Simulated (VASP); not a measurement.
# CuRe2 (I4/mmm) in VASP: a series of runs, part 2 of 2

VASP 6.6.1.

**4. Relaxation of cell and atoms, PBE**

INCAR reads:

```
SYSTEM = CuRe2
ALGO = Normal
EDIFF = 1E-6
EDIFFG = -0.04
ENCUT = 600
GGA = PE
IBRION = 2
ISIF = 3
ISMEAR = 0
LASPH = .True.
LCHARG = .False.
LREAL = .False.
LWAVE = .False.
NELM = 100
NSW = 90
PREC = Accurate
SIGMA = 0.1
```

KPOINTS reads:

```
k-points
0
Gamma
  8 8 8
  0 0 0
```

POSCAR reads:

```
CuRe2
1.0
   -1.5977465227      1.5977465227      3.9194719385
    1.5977465227     -1.5977465227      3.9194719385
    1.5977465227      1.5977465227     -3.9194719385
Cu Re
1 2
Direct
    0.0000000000      0.0000000000      0.0000000000
    0.6650000000      0.6650000000      0.0000000000
    0.3350000000      0.3350000000      0.0000000000
```

Potentials or basis: VASP PAW PBE potentials, release 64 (Cu, Re).

Run with:

```
cat potpaw_PBE.64/Cu/POTCAR potpaw_PBE.64/Re/POTCAR > POTCAR
mpirun -np 1 vasp_std > vasp.out
```

OUTCAR:

```text
SYSTEM = CuRe2
   EDIFF = 1E-6
   EDIFFG = -0.04
   ENCUT = 600
   GGA = PE
   IBRION = 2
   ISIF = 3
   ISMEAR = 0
   LASPH = .True.
   LREAL = .False.
   NELM = 100
   NSW = 90
   PREC = Accurate

 ion  position               nearest neighbor table
   1  0.000  0.000  0.000-   2 2.60   2 2.60   2 2.60   3 2.60   2 2.60   3 2.60   3 2.60   3 2.60
                             2 2.63   3 2.63
   2  0.665  0.665  0.000-   3 2.59   1 2.60   1 2.60   1 2.60   1 2.60   3 2.62   3 2.62   3 2.62
                             3 2.62   1 2.63
   3  0.335  0.335  0.000-   2 2.59   1 2.60   1 2.60   1 2.60   1 2.60   2 2.62   2 2.62   2 2.62
                             2 2.62   1 2.63

  LATTYP: Found a body centered tetragonal cell.
 ALAT       =     3.1954930454
 C/A-ratio  =     2.4531250000

  Lattice vectors:

 A1 = (  -1.5977465227,   1.5977465227,   3.9194719385)
 A2 = (   1.5977465227,  -1.5977465227,   3.9194719385)
 A3 = (   1.5977465227,   1.5977465227,  -3.9194719385)

Analysis of symmetry for initial positions (statically):
=====================================================================
 Subroutine PRICEL returns:
 Original cell was already a primitive cell.

 Routine SETGRP: Setting up the symmetry group for a
 body centered tetragonal supercell.

 Subroutine GETGRP returns: Found 16 space group operations
 (whereof 16 operations were pure point group operations)
 out of a pool of 16 trial point group operations.

The static configuration has the point symmetry D_4h.

Analysis of symmetry for dynamics (positions and initial velocities):
=====================================================================
 Subroutine PRICEL returns:
 Original cell was already a primitive cell.

 Routine SETGRP: Setting up the symmetry group for a
 body centered tetragonal supercell.

 Subroutine GETGRP returns: Found 16 space group operations
 (whereof 16 operations were pure point group operations)
 out of a pool of 16 trial point group operations.

The dynamic configuration has the point symmetry D_4h.

 Subroutine INISYM returns: Found 16 space group operations
 (whereof 16 operations are pure point group operations),
 and found     1 'primitive' translations

----------------------------------------------------------------------------------------

                                     Primitive cell

  volume of cell :      40.0224

  direct lattice vectors                    reciprocal lattice vectors
    -1.597746523  1.597746523  3.919471939     0.000000000  0.312940753  0.127568205
     1.597746523 -1.597746523  3.919471939     0.312940753  0.000000000  0.127568205
     1.597746523  1.597746523 -3.919471939     0.312940753  0.312940753  0.000000000

  length of vectors
     4.524140601  4.524140601  4.524140601     0.337943134  0.337943134  0.442565057

  position of ions in fractional coordinates (direct lattice)
     0.000000000  0.000000000  0.000000000
     0.665000000  0.665000000  0.000000000
     0.335000000  0.335000000  0.000000000

[... 69 lines left out ...]
   ISTART =      0    job   : 0-new  1-cont  2-samecut
   ICHARG =      2    charge: 1-file 2-atom 10-const
   ISPIN  =      1    spin polarized calculation?
   LNONCOLLINEAR =      F non collinear calculations
   LSORBIT =      F    spin-orbit coupling
   LASPH  =      T    aspherical Exc in radial PAW
   ENCUT  =  600.0 eV  44.10 Ry    6.64 a.u.   9.04  9.04  9.04*2*pi/ulx,y,z
   NELM   =    100;   NELMIN=  2; NELMDL= -5     # of ELM steps
   EDIFF  = 0.1E-05   stopping-criterion for ELM
   LREAL  =      F    real-space projection
   EDIFFG = -.4E-01   stopping-criterion for IOM
   NSW    =     90    number of steps for IOM
   IBRION =      2    ionic relax: 0-MD 1-quasi-New 2-CG
   NFREE  =      1    steps in history (QN), initial steepest desc. (CG)
   ISIF   =      3    stress and relaxation
   ISYM   =      2    0-nonsym 1-usesym 2-fastsym
   POTIM  = 0.5000    time-step for ionic-motion
   TEBEG  =    0.0;   TEEND  =   0.0 temperature during run
   PSTRESS=    0.0 pullay stress
   NELECT =      25.0000    total number of electrons
   NUPDOWN=      -1.0000    fix difference up-down
   EMIN   =  10.00;   EMAX   =-10.00  energy-range for DOS
   EFERMI =   0.00;   METHOD = LEGACY
   ISMEAR =     0;   SIGMA  =   0.10  broadening in eV -4-tet -1-fermi 0-gaus
   EFERMI_NEDOS =   21; number of points for ismear=-14 and -15
   IALGO  =     38    algorithm
   IMIX   =      4    mixing-type and parameters
     AMIX     =   0.40;   BMIX     =  1.00
     AMIX_MAG =   1.60;   BMIX_MAG =  1.00
  volume/ion in A,a.u.               =      13.34        90.03
  Fermi-wavevector in a.u.,A,eV,Ry     =   1.399438  2.644555 26.646021  1.958427
  Thomas-Fermi vector in A             =   2.522498
   LORBIT       =      0    0 simple, 1 ext, 2 COOP (PROOUT), +10 PAW based schemes
   GGA     = PE    functional components
   LHFCALC =     F    Hartree Fock is set to
   AEXX    =    0.0000 exact exchange contribution
   IVDW    =     0    specifies the selected vdW correction
   LEPSILON=     F    determine dielectric tensor
   LRPA    =     F    only Hartree local field effects (RPA)
 conjugate gradient relaxation of ions
 non-spin polarized calculation
 Gauss-broadening in eV      SIGMA  =   0.10
  energy-cutoff  :      600.00
  volume of cell :       40.02
 maximum number of plane-waves:      1360
   NGX = 19   NGY = 19   NGZ = 19

--------------------------------------- Ionic step        1  -------------------------------------------

 number of electron      25.0000002 magnetization

 Free energy of the ion-electron system (eV)
  ---------------------------------------------------
  ext. energy  EPLUGINS =         0.00000000
  ---------------------------------------------------
  free energy    TOTEN  =       -27.67218509 eV

  energy without entropy =      -27.66205005  energy(sigma->0) =      -27.66711757

------------------------ aborting loop because EDIFF is reached ----------------------------------------

  FORCE on cell =-STRESS in cart. coord.  units (eV):
  Direction    XX          YY          ZZ          XY          YZ          ZX
  --------------------------------------------------------------------------------------
  -------------------------------------------------------------------------------------
  Total        1.9286607      1.9286607      8.8669949      0.0000000      0.0000000      0.0000000
  in kB       77.2081417     77.2081417    354.9635229      0.0000000      0.0000000      0.0000000
  external PRESSURE =     169.7932688 kB  Pullay stress =       0.0000000 kB
[... 92 lines left out ...]
  FREE ENERGIE OF THE ION-ELECTRON SYSTEM (eV)
  ---------------------------------------------------
  free  energy   TOTEN  =       -27.8740142885 eV

  energy  without entropy=      -27.8642015250  energy(sigma->0) =      -27.86910791

[... ionic steps 4 to 9 ...]

--------------------------------------- Ionic step       10  -------------------------------------------

 number of electron      25.0000004 magnetization

------------------------ aborting loop because EDIFF is reached ----------------------------------------
[... 69 lines left out ...]
--------------------------------------- Ionic step       12  -------------------------------------------

 number of electron      25.0000004 magnetization

 Free energy of the ion-electron system (eV)
  ---------------------------------------------------
  ext. energy  EPLUGINS =         0.00000000
  ---------------------------------------------------
  free energy    TOTEN  =       -27.92946579 eV

  energy without entropy =      -27.91895453  energy(sigma->0) =      -27.92421016

 E-fermi :   7.8544     XC(G=0): -13.3517

 val. band max:        7.8292588059   @ k =  -0.2500  -0.2500   0.2500
 cond. band min:       7.8852208416   @ k =  -0.2500   0.3750   0.2500
 fundamental gap:      0.0559620357
 Fermi energy:         7.8543869130

 k-point     1 :       0.0000    0.0000    0.0000
  band No.  band energies     occupation
      1      -2.0131      2.00000
      2       2.6428      2.00000
      3       3.0354      2.00000
      4       3.6822      2.00000
      5       3.8495      2.00000
      6       4.3440      2.00000
[... 433 lines left out ...]
      3       2.7088      2.00000
      4       3.4950      2.00000
      5       4.0880      2.00000
      6       4.1036      2.00000
[... 8 lines left out ...]
     15       9.9256      0.00000
     16      10.8826      0.00000

 [... further k-points ...]

------------------------ aborting loop because EDIFF is reached ----------------------------------------

  FORCE on cell =-STRESS in cart. coord.  units (eV):
  Direction    XX          YY          ZZ          XY          YZ          ZX
  --------------------------------------------------------------------------------------
  -------------------------------------------------------------------------------------
  Total        0.0452561      0.0452561     -0.0460051      0.0000000     -0.0000000      0.0000000
  in kB        1.7267196      1.7267196     -1.7552991      0.0000000     -0.0000000      0.0000000
  external PRESSURE =       0.5660467 kB  Pullay stress =       0.0000000 kB
[... 18 lines left out ...]
  FREE ENERGIE OF THE ION-ELECTRON SYSTEM (eV)
  ---------------------------------------------------
  free  energy   TOTEN  =       -27.9294657931 eV

  energy  without entropy=      -27.9189545331  energy(sigma->0) =      -27.92421016

 reached required accuracy - stopping structural energy minimisation
```

CONTCAR:

```text
CuRe2
   1.00000000000000
    -1.5836161676344906    1.5836161676344906    4.1860641144141519
     1.5836161676344906   -1.5836161676344906    4.1860641144141519
     1.5836161676344906    1.5836161676344906   -4.1860641144141519
  Cu              Re
     1     2
Direct
     1.0000000000000000    1.0000000000000000    0.0000000000000000
     0.6690934748625803    0.6690934748625803    0.0000000000000000
     0.3309065251374197    0.3309065251374197    0.0000000000000000

  0.00000000E+00  0.00000000E+00  0.00000000E+00
  0.00000000E+00  0.00000000E+00  0.00000000E+00
  0.00000000E+00  0.00000000E+00  0.00000000E+00
```

Run time: 8.6 min. Hardware: 1 thread of Intel Xeon Platinum 8488C (Sapphire Rapids), shared host; peak memory 0.24 GiB.

What came out:

```yaml
Free_energy: -27.9295 eV
Relaxed_volume: 14.00 Å³/atom
Relaxed_cell: a = 4.748 Å, b = 4.748 Å, c = 4.748 Å, α = 141.03°, β = 141.03°, γ = 56.29°
Space_group_after_relaxing_to_0.1_Å: I4/mmm (No. 139)
Energy_gained_by_relaxing: 85.8 meV/atom
Ionic_steps: 12
Pressure_after_relaxing: 0.1 GPa
Largest_force_after_relaxing: 0.022 eV/Å
Band_gap_on_the_k_mesh: zero (an odd number of electrons rules out a gap without spin polarisation)
```

Forces in eV/Å, atoms in the order of the input:
```
Cu   0.000  0.000  0.000
Re   0.000  0.000  0.022
Re   0.000  0.000 -0.022
```

Step by step:
```
step  energy change (eV)  largest force (eV/Å)  pressure (GPa)  volume (Å³)
   1              0.0000                0.4856           16.98        40.02
   2              0.5206                1.1657          -31.52        48.61
   3             -0.2018                0.4793           -5.47        42.76
   4             -0.2030                0.4678           -4.32        42.59
   5             -0.2493                0.0343            3.74        41.46
   6             -0.2554                0.0862            1.39        41.75
   7             -0.2553                0.1024           -1.72        42.23
   8             -0.2568                0.0902            0.02        41.98
   9             -0.2568                0.0890           -0.36        42.01
  10             -0.2568                0.0935           -0.26        41.99
  11             -0.2568                0.0920           -0.25        41.99
  12             -0.2573                0.0225            0.06        41.99
```

Final structure:
```
Cu Re
1.0
    -1.58362    1.58362    4.18606
     1.58362   -1.58362    4.18606
     1.58362    1.58362   -4.18606
Cu Re
1 2
Direct
  0.00000 0.00000 0.00000
  0.66909 0.66909 0.00000
  0.33091 0.33091 0.00000
```

Levels at points of the mesh, in eV from the Fermi level:
| k point | band 10 | band 11 | band 12 | band 13 | band 14 | band 15 | band 16 |
| --- | --- | --- | --- | --- | --- | --- | --- |
| (0.00, 0.00, 0.00) | -1.03 | -0.93 | -0.93 | -0.62 | -0.62 | 0.14 | 2.72 |
| (0.50, 0.00, 0.00) | -2.05 | -1.40 | 0.37 | 0.70 | 0.89 | 2.17 | 2.50 |
| (0.50, 0.50, 0.00) | -2.55 | -0.46 | -0.34 | 1.61 | 1.73 | 1.82 | 1.86 |
| (0.50, 0.50, 0.50) | -2.02 | -1.64 | -1.33 | -0.26 | 2.08 | 2.08 | 2.91 |

Caveat: spin-orbit coupling is left out, which moves the levels of the heavy elements.

**5. Single point, PBE**

This run uses another cell than the first one, of 14.00 Å³/atom.

INCAR reads:

```
PREC     = Accurate       # precision mode
ENCUT    = 520            # plane-wave cutoff, eV
EDIFF    = 1E-7           # SCF threshold, eV
ISMEAR   = 0              # smearing method
SIGMA    = 0.1            # smearing width, eV
LREAL    = F              # projectors in reciprocal space
LASPH    = T              # aspherical terms in the spheres
NELM     = 100            # most SCF steps
ALGO     = Fast           # electronic algorithm
ISIF     = 2              # what is computed and relaxed
LWAVE    = F              # write WAVECAR
LCHARG   = F              # write CHGCAR
GGA      = PE             # functional
NBANDS   = 20             # bands
```

KPOINTS reads:

```
Automatic mesh
0
Gamma
  20 20 20
```

POSCAR reads:

```
CuRe2
1.0
   -1.5843256285      1.5843256285      4.1844230649
    1.5843256285     -1.5843256285      4.1844230649
    1.5843256285      1.5843256285     -4.1844230649
Cu Re
1 2
Direct
    0.0000000000      0.0000000000      0.0000000000
    0.6685618999      0.6685618999      0.0000000000
    0.3314381001      0.3314381001      0.0000000000
```

Run with:

```
cat potpaw_PBE.64/Cu/POTCAR potpaw_PBE.64/Re/POTCAR > POTCAR
mpirun -np 1 vasp_std > vasp.out
```

Run time: 22 min. Hardware: 1 thread of Intel Xeon Platinum 8488C (Sapphire Rapids), shared host; peak memory 0.66 GiB.

It converged, with:

```
Free energy            : -27.9309 eV
Pressure               : -0.6 GPa
Largest force          : 0.100 eV/Å
Band gap on the k mesh : zero (an odd number of electrons rules out a gap without spin polarisation)
```

Forces in eV/Å, atoms in the order of the input:
```
Cu   0.000  0.000  0.000
Re   0.000  0.000  0.100
Re   0.000  0.000 -0.100
```

Stress tensor (GPa, compression positive):
```
-0.68  0.00  0.00
 0.00 -0.68  0.00
 0.00  0.00 -0.36
```

Levels at points of the mesh, in eV from the Fermi level:
```
           k point  band 10  band 11  band 12  band 13  band 14  band 15  band 16  band 17
(0.00, 0.00, 0.00)    -0.99    -0.91    -0.91    -0.63    -0.63     0.13     2.70     4.36
(0.50, 0.00, 0.00)    -2.07    -1.39     0.39     0.67     0.88     2.19     2.50     2.61
(0.50, 0.50, 0.00)    -2.58    -0.46    -0.36     1.64     1.74     1.86     1.87     4.41
(0.50, 0.50, 0.50)    -2.03    -1.60    -1.35    -0.28     2.10     2.10     2.88     3.04
```

Caveat: spin-orbit coupling is left out, which moves the levels of the heavy elements.

**6. Summary**

| task | cell | k mesh | cutoff (eV) | gap on the mesh (eV) | pressure (GPa) | largest force (eV/Å) |
| --- | --- | --- | --- | --- | --- | --- |
| single point | a = 4.524 Å, angles 138.6, 138.6, 59.9°, 3 atoms, atomic positions A | 8 × 8 × 8 | 520 | none | 16.9 | 0.49 |
| single point | a = 4.740 Å, angles 140.9, 140.9, 56.5°, 3 atoms, atomic positions B | 8 × 8 × 8 | 520 | none | -0.4 | 0.11 |
| relaxation of cell and atoms | relaxed from a = 4.524 Å, angles 138.6, 138.6, 59.9°, 3 atoms, atomic positions A | 8 × 8 × 8 | 600 | none | 0.1 | 0.02 |
| single point | a = 4.747 Å, angles 141.0, 141.0, 56.3°, 3 atoms, atomic positions C | 20 × 20 × 20 | 520 | none | -0.6 | 0.10 |

Alike in all rows: level PBE; potentials or basis VASP PAW PBE potentials, release 64 (Cu, Re); no spin polarisation; smearing gaussian 0.1 eV.

Caveats: spin-orbit coupling is left out, which moves the levels of the heavy elements; the stress differs along the axes, from 8 to 35 GPa (at least some runs).

Total energies depend on the potentials used, so only differences within one code and one set of settings carry meaning.

The gap in the log of VASP goes by the Fermi energy; the results here count the filled bands.